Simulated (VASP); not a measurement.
# Rh (P6_3/mmc) in VASP: a series of runs

Rh is run at these levels: PBE; tasks: single point.

Everything below comes from runs of VASP 6.6.1. Logs are shortened: lines on timing, memory, paths and dates and some standing lists are left out, and cuts for length are marked.

### Step 1. The cell of the first run

Symmetry: P6_3/mmc, No. 194, hexagonal system. Conventional cell: a = 2.752 Å, b = 2.752 Å, c = 4.736 Å, α = 90.00°, β = 90.00°, γ = 120.00°. Rh (site symmetry -6m2) has 12 Rh at 2.75 to 2.85 Å within 3.6 Å.

This isn't the form of Rh at room conditions, which is fcc.

### Step 2. Single point, PBE

File INCAR:

```
PREC = Accurate ; ENCUT = 520
EDIFF = 1E-7 ; ISMEAR = 0
SIGMA = 0.15 ; LREAL = F
LASPH = T ; NELM = 100
ALGO = Fast ; ISIF = 2
LWAVE = F ; LCHARG = F
GGA = PE ; NBANDS = 22
```

File KPOINTS:

```
regular mesh
0
Gamma
  18 18 10
```

File POSCAR:

```
Rh
1.0
    2.7521000000      0.0000000000      0.0000000000
   -1.3760500000      2.3833885137      0.0000000000
    0.0000000000      0.0000000000      4.7359000000
Rh
2
Direct
    0.6666666667      0.3333333333      0.7500000000
    0.3333333333      0.6666666667      0.2500000000
```

Potentials or basis: VASP PAW PBE potentials, release 64 (Rh_pv).

Run with:

```sh
cat potpaw_PBE.64/Rh_pv/POTCAR > POTCAR
mpirun -np 1 vasp_std > vasp.out
```

OUTCAR:

```text
PREC = Accurate
   ENCUT = 520
   EDIFF = 1E-7
   ISMEAR = 0
   LREAL = F
   LASPH = T
   NELM = 100
   ISIF = 2
   GGA = PE

 ion  position               nearest neighbor table
   1  0.667  0.333  0.750-   2 2.85   2 2.85   2 2.85   2 2.85   2 2.85   2 2.85
   2  0.333  0.667  0.250-   1 2.85   1 2.85   1 2.85   1 2.85   1 2.85   1 2.85

  LATTYP: Found a hexagonal cell.
 ALAT       =     2.7521000000
 C/A-ratio  =     1.7208313651

  Lattice vectors:

 A1 = (   2.7521000000,   0.0000000000,   0.0000000000)
 A2 = (  -1.3760500000,   2.3833885137,   0.0000000000)
 A3 = (   0.0000000000,   0.0000000000,   4.7359000000)

Analysis of symmetry for initial positions (statically):
=====================================================================
 Subroutine PRICEL returns:
 Original cell was already a primitive cell.

 Routine SETGRP: Setting up the symmetry group for a
 hexagonal supercell.

 Subroutine GETGRP returns: Found 24 space group operations
 (whereof 12 operations were pure point group operations)
 out of a pool of 24 trial point group operations.

The static configuration has the point symmetry D_3d.
 The point group associated with its full space group is D_6h.

Analysis of symmetry for dynamics (positions and initial velocities):
=====================================================================
 Subroutine PRICEL returns:
 Original cell was already a primitive cell.

 Routine SETGRP: Setting up the symmetry group for a
 hexagonal supercell.

 Subroutine GETGRP returns: Found 24 space group operations
 (whereof 12 operations were pure point group operations)
 out of a pool of 24 trial point group operations.

The dynamic configuration has the point symmetry D_3d.
 The point group associated with its full space group is D_6h.

 Subroutine INISYM returns: Found 24 space group operations
 (whereof 12 operations are pure point group operations),
 and found     1 'primitive' translations

----------------------------------------------------------------------------------------

                                     Primitive cell

  volume of cell :      31.0643

  direct lattice vectors                    reciprocal lattice vectors
     2.752100000  0.000000000  0.000000000     0.363358890  0.209785353  0.000000000
    -1.376050000  2.383388514  0.000000000     0.000000000  0.419570705  0.000000000
     0.000000000  0.000000000  4.735900000     0.000000000  0.000000000  0.211153107

  length of vectors
     2.752100000  2.752100000  4.735900000     0.419570705  0.419570705  0.211153107

  position of ions in fractional coordinates (direct lattice)
     0.666666667  0.333333333  0.750000000
     0.333333333  0.666666667  0.250000000

  ion indices of the primitive-cell ions
   primitive index   ion index
                 1           1
                 2           2

----------------------------------------------------------------------------------------

 KPOINTS: regular mesh

Automatic generation of k-mesh.
 Grid dimensions read from file:
 generate k-points for:   18   18   10

 Generating k-lattice:

  Cartesian coordinates                     Fractional coordinates (reciprocal lattice)
     0.020186605  0.011654742  0.000000000     0.055555556  0.000000000  0.000000000
     0.000000000  0.023309484  0.000000000     0.000000000  0.055555556  0.000000000
     0.000000000  0.000000000  0.021115311     0.000000000  0.000000000  0.100000000

  Length of vectors
     0.023309484  0.023309484  0.021115311

  Shift w.r.t. Gamma in fractional coordinates (k-lattice)
     0.000000000  0.000000000  0.000000000

 Subroutine IBZKPT returns following result:
 ===========================================

 Found    222 irreducible k-points:

 Following reciprocal coordinates:
            Coordinates               Weight
  0.000000  0.000000  0.000000      1.000000
  0.055556  0.000000  0.000000      6.000000
  0.111111  0.000000  0.000000      6.000000
  0.166667 -0.000000  0.000000      6.000000
  0.222222 -0.000000  0.000000      6.000000
  0.277778  0.000000  0.000000      6.000000
[... 16 lines left out ...]
  0.333333  0.111111  0.000000     12.000000
  0.388889  0.111111  0.000000     12.000000
 [... further k-points ...]
   k-points           NKPTS =    222   k-points in BZ     NKDIM =    222   number of bands    NBANDS=     22
   number of dos      NEDOS =    301   number of ions     NIONS =      2
   total plane-waves  NPLWV =  14400
   dimension x,y,z NGX =    20 NGY =   20 NGZ =   36
   dimension x,y,z NGXF=    40 NGYF=   40 NGZF=   72
   ions per type =               2
   NGX,Y,Z   is equivalent  to a cutoff of  12.08, 12.08, 12.64 a.u.
   NGXF,Y,Z  is equivalent  to a cutoff of  24.16, 24.16, 25.27 a.u.
 SYSTEM =  unknown system
   PREC   = accura    normal or accurate (medium, high low for compatibility)
   ISTART =      0    job   : 0-new  1-cont  2-samecut
   ICHARG =      2    charge: 1-file 2-atom 10-const
   ISPIN  =      1    spin polarized calculation?
   LNONCOLLINEAR =      F non collinear calculations
   LSORBIT =      F    spin-orbit coupling
   LASPH  =      T    aspherical Exc in radial PAW
   ENCUT  =  520.0 eV  38.22 Ry    6.18 a.u.   5.12  5.12  8.81*2*pi/ulx,y,z
   NELM   =    100;   NELMIN=  2; NELMDL= -5     # of ELM steps
   EDIFF  = 0.1E-06   stopping-criterion for ELM
   LREAL  =      F    real-space projection
   EDIFFG = 0.1E-05   stopping-criterion for IOM
   NSW    =      0    number of steps for IOM
   IBRION =     -1    ionic relax: 0-MD 1-quasi-New 2-CG
   NFREE  =      0    steps in history (QN), initial steepest desc. (CG)
   ISIF   =      2    stress and relaxation
   ISYM   =      2    0-nonsym 1-usesym 2-fastsym
   POTIM  = 0.5000    time-step for ionic-motion
   TEBEG  =    0.0;   TEEND  =   0.0 temperature during run
   PSTRESS=    0.0 pullay stress
   NELECT =      30.0000    total number of electrons
   NUPDOWN=      -1.0000    fix difference up-down
   EMIN   =  10.00;   EMAX   =-10.00  energy-range for DOS
   EFERMI =   0.00;   METHOD = LEGACY
   ISMEAR =     0;   SIGMA  =   0.15  broadening in eV -4-tet -1-fermi 0-gaus
   EFERMI_NEDOS =   21; number of points for ismear=-14 and -15
   IALGO  =     68    algorithm
   IMIX   =      4    mixing-type and parameters
     AMIX     =   0.40;   BMIX     =  1.00
     AMIX_MAG =   1.60;   BMIX_MAG =  1.00
  volume/ion in A,a.u.               =      15.53       104.82
  Fermi-wavevector in a.u.,A,eV,Ry     =   1.618185  3.057925 35.627145  2.618521
  Thomas-Fermi vector in A             =   2.712489
   LORBIT       =      0    0 simple, 1 ext, 2 COOP (PROOUT), +10 PAW based schemes
   GGA     = PE    functional components
   LHFCALC =     F    Hartree Fock is set to
   AEXX    =    0.0000 exact exchange contribution
   IVDW    =     0    specifies the selected vdW correction
   LEPSILON=     F    determine dielectric tensor
   LRPA    =     F    only Hartree local field effects (RPA)
 non-spin polarized calculation
 RMM-DIIS sequential band-by-band and
 Gauss-broadening in eV      SIGMA  =   0.15
  energy-cutoff  :      520.00
  volume of cell :       31.06
 maximum number of plane-waves:       849
   NGX = 11   NGY = 11   NGZ = 17

 number of electron      29.9999998 magnetization

 Free energy of the ion-electron system (eV)
  ---------------------------------------------------
  ext. energy  EPLUGINS =         0.00000000
  ---------------------------------------------------
  free energy    TOTEN  =       -14.22756824 eV

  energy without entropy =      -14.18218247  energy(sigma->0) =      -14.20487536

 E-fermi :   9.8318     XC(G=0): -13.2537

 val. band max:        9.8317619810   @ k =   0.1667   0.1667   0.4000
 cond. band min:       9.8318283956   @ k =   0.3333   0.0000   0.5000
 fundamental gap:      0.0000664146
 Fermi energy:         9.8318011970

 k-point     1 :       0.0000    0.0000    0.0000
  band No.  band energies     occupation
      1     -36.7537      2.00000
      2     -36.3972      2.00000
      3     -36.3972      2.00000
      4     -36.3479      2.00000
      5     -36.3479      2.00000
      6     -36.3436      2.00000
[... 14 lines left out ...]
     21      26.8801      0.00000
     22      28.2634      0.00000

 k-point     2 :       0.0556    0.0000    0.0000
  band No.  band energies     occupation
      1     -36.7492      2.00000
      2     -36.4105      2.00000
      3     -36.4011      2.00000
      4     -36.3614      2.00000
      5     -36.3504      2.00000
      6     -36.3446      2.00000
[... 14 lines left out ...]
     21      27.0232      0.00000
     22      28.3255      0.00000

 k-point     3 :       0.1111    0.0000    0.0000
  band No.  band energies     occupation
      1     -36.7359      2.00000
      2     -36.4485      2.00000
      3     -36.4122      2.00000
      4     -36.4002      2.00000
      5     -36.3578      2.00000
      6     -36.3479      2.00000
[... 14 lines left out ...]
     21      27.4176      0.00000
     22      28.2400      0.00000

 k-point     4 :       0.1667   -0.0000    0.0000
  band No.  band energies     occupation
      1     -36.7148      2.00000
      2     -36.5068      2.00000
      3     -36.4589      2.00000
      4     -36.4289      2.00000
      5     -36.3694      2.00000
      6     -36.3537      2.00000
[... 14 lines left out ...]
     21      27.8861      0.00000
     22      28.1748      0.00000

 k-point     5 :       0.2222   -0.0000    0.0000
  band No.  band energies     occupation
      1     -36.6875      2.00000
      2     -36.5783      2.00000
      3     -36.5300      2.00000
      4     -36.4490      2.00000
      5     -36.3838      2.00000
      6     -36.3622      2.00000
[... 14 lines left out ...]
     21      27.1833      0.00000
     22      27.3373      0.00000

 k-point     6 :       0.2778    0.0000    0.0000
  band No.  band energies     occupation
      1     -36.6560      2.00000
      2     -36.6543      2.00000
      3     -36.6045      2.00000
      4     -36.4702      2.00000
      5     -36.3993      2.00000
      6     -36.3737      2.00000
[... 14 lines left out ...]
     21      25.9189      0.00000
     22      26.2099      0.00000

 k-point     7 :       0.3333    0.0000    0.0000
  band No.  band energies     occupation
      1     -36.7255      2.00000
      2     -36.6736      2.00000
      3     -36.6228      2.00000
      4     -36.4898      2.00000
      5     -36.4141      2.00000
      6     -36.3880      2.00000
[... 324 lines left out ...]
      6     -36.3660      2.00000
[... 14 lines left out ...]
     21      24.9198      0.00000
     22      27.2467      0.00000

 k-point    21 :       0.2222    0.1111    0.0000
  band No.  band energies     occupation
      1     -36.6555      2.00000
      2     -36.6457      2.00000
      3     -36.6238      2.00000
      4     -36.4828      2.00000
      5     -36.4241      2.00000
      6     -36.3778      2.00000
[... 14 lines left out ...]
     21      23.9882      0.00000
     22      26.2572      0.00000

 k-point    22 :       0.2778    0.1111    0.0000
  band No.  band energies     occupation
      1     -36.7199      2.00000
      2     -36.6789      2.00000
      3     -36.6133      2.00000
      4     -36.5093      2.00000
      5     -36.4425      2.00000
      6     -36.3925      2.00000
[... 14 lines left out ...]
     21      23.0711      0.00000
     22      25.3253      0.00000

 k-point    23 :       0.3333    0.1111    0.0000
  band No.  band energies     occupation
      1     -36.7724      2.00000
      2     -36.7233      2.00000
      3     -36.5824      2.00000
      4     -36.5308      2.00000
      5     -36.4574      2.00000
      6     -36.4090      2.00000
[... 14 lines left out ...]
     21      22.2715      0.00000
     22      24.4336      0.00000

 k-point    24 :       0.3889    0.1111    0.0000
  band No.  band energies     occupation
      1     -36.8065      2.00000
      2     -36.7522      2.00000
      3     -36.5578      2.00000
      4     -36.5448      2.00000
      5     -36.4671      2.00000
      6     -36.4241      2.00000
[... 14 lines left out ...]
     21      21.6923      0.00000
     22      23.5351      0.00000

 [... further k-points ...]

------------------------ aborting loop because EDIFF is reached ----------------------------------------

  FORCE on cell =-STRESS in cart. coord.  units (eV):
  Direction    XX          YY          ZZ          XY          YZ          ZX
  --------------------------------------------------------------------------------------
  -------------------------------------------------------------------------------------
  Total       -2.8466918     -2.8466918     -4.9371062      0.0000000      0.0000000      0.0000000
  in kB     -146.8214314   -146.8214314   -254.6369829      0.0000000      0.0000000      0.0000000
  external PRESSURE =    -182.7599485 kB  Pullay stress =       0.0000000 kB

 VOLUME and BASIS-vectors are now :
 -----------------------------------------------------------------------------
  energy-cutoff  :      520.00
  volume of cell :       31.06
      direct lattice vectors                 reciprocal lattice vectors
     2.752100000  0.000000000  0.000000000     0.363358890  0.209785353  0.000000000
    -1.376050000  2.383388514  0.000000000     0.000000000  0.419570705  0.000000000
     0.000000000  0.000000000  4.735900000     0.000000000  0.000000000  0.211153107

 POSITION                                       TOTAL-FORCE (eV/Angst)
 -----------------------------------------------------------------------------------
      1.37605      0.79446      3.55192        -0.000000     -0.000000      0.000000
     -0.00000      1.58893      1.18397         0.000000      0.000000      0.000000
 -----------------------------------------------------------------------------------
    total drift:                               -0.000000      0.000000     -0.000000

  FREE ENERGIE OF THE ION-ELECTRON SYSTEM (eV)
  ---------------------------------------------------
  free  energy   TOTEN  =       -14.2275682423 eV

  energy  without entropy=      -14.1821824690  energy(sigma->0) =      -14.20487536
```

Wall time 82 s (1 thread of Intel Xeon Platinum 8488C (Sapphire Rapids), shared host); peak memory 0.22 GiB.

Results:

```yaml
Free_energy: -14.2276 eV
Pressure: -18.3 GPa
Band_gap_on_the_k_mesh: zero (bands 15 and 16 overlap by 2.13 eV)
```

Levels at points of the mesh, in eV from the Fermi level:
```
           k point  band 12  band 13  band 14  band 15  band 16  band 17  band 18  band 19
(0.00, 0.00, 0.00)    -2.13    -2.13    -1.18    -1.18     0.18     0.18     0.41     6.70
(0.50, 0.00, 0.00)    -1.98    -1.54     0.39     0.62     0.79     2.86     4.78     9.40
(0.00, 0.00, 0.50)    -2.47    -2.47    -2.47    -0.29    -0.29    -0.29    -0.29    13.07
(0.50, 0.00, 0.50)    -1.15    -0.16    -0.16     0.72     0.72     2.63     2.63     8.44
```

Caveat: the cell stands under tension.

[end of part 1 of 2]
